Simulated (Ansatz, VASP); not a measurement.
**Au: VASP beside Ansatz**

```
Au
1.0
     1.45823   -2.52591    0.00000
     1.45823    2.52591    0.00000
     0.00000    0.00000    4.88934
Au
2
Direct
  0.66664 0.33336 0.25000
  0.33336 0.66664 0.75000
```

Alike in both runs: functional PBE; k mesh 16 × 16 × 10; occupations fermi-dirac, width 0.15 eV; no spin polarisation.

Ansatz relaxed the structure, and its values are those at the end. VASP's run is a single point on that final structure, the one shown.

```csv
,VASP,Ansatz
version,VASP 6.6.1,Ansatz 0.2.0
potentials or method,"VASP PAW PBE potentials, release 64 (Au), cutoff 520 eV","scalar-relativistic, plane waves, PAW"
valence electrons in the cell,22,38
```

|  | VASP | Ansatz | Ansatz less VASP |
| --- | --- | --- | --- |
| gap on the k mesh at the Fermi level (eV) | none | none | - |
| pressure (GPa) | -0.2 | 0.0 | +0.15 |

A gap of «none» marks a metal or a gap that the smearing closes. With one functional, cell and mesh, what is left measures potentials, basis and numerics. VASP's potentials hold 22 valence electrons a cell and Ansatz's 38, so a difference there can come from the potentials and not from the codes.

Neither program's run includes spin-orbit coupling.
